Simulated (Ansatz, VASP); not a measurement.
Si: VASP beside Ansatz

```
Si
1.0
    -2.22058    2.33649    1.25777
     2.22058   -2.33649    1.25777
     2.22058    2.33649   -1.25777
Si
2
Direct
  0.80700 0.55700 0.25000
  0.19300 0.44300 0.75000
```

Change from the starting cell: volume scaled by 0.96.

Alike in both runs: task single point; functional LDA; k mesh 16 × 16 × 16; occupations fermi-dirac, width 0.05 eV; no spin polarisation.

```csv
,VASP,Ansatz
version,VASP 6.6.1,Ansatz 0.2.0
potentials or method,"VASP PAW LDA potentials, release 64 (Si), cutoff 520 eV","all-electron LAPW, scalar-relativistic"
```

Ansatz gave:

- pressure (GPa): 18.0
- traceless stress, the component that is largest in VASP (GPa): 2.20
- rms of the force components (eV/Å): 0.014

**Question.** What did VASP give for the same quantities?

**Answer.** Pressure (GPa): 18.2; traceless stress, the component that is largest in VASP (GPa): 2.26; rms of the force components (eV/Å): 0.014.

LDA's correlation is that of Perdew and Zunger in VASP and of Perdew and Wang (1992) in Ansatz. Atom by atom the forces differ by 0.000 eV/Å (rms over components). Ansatz ran all-electron here, and VASP with PAW potentials.
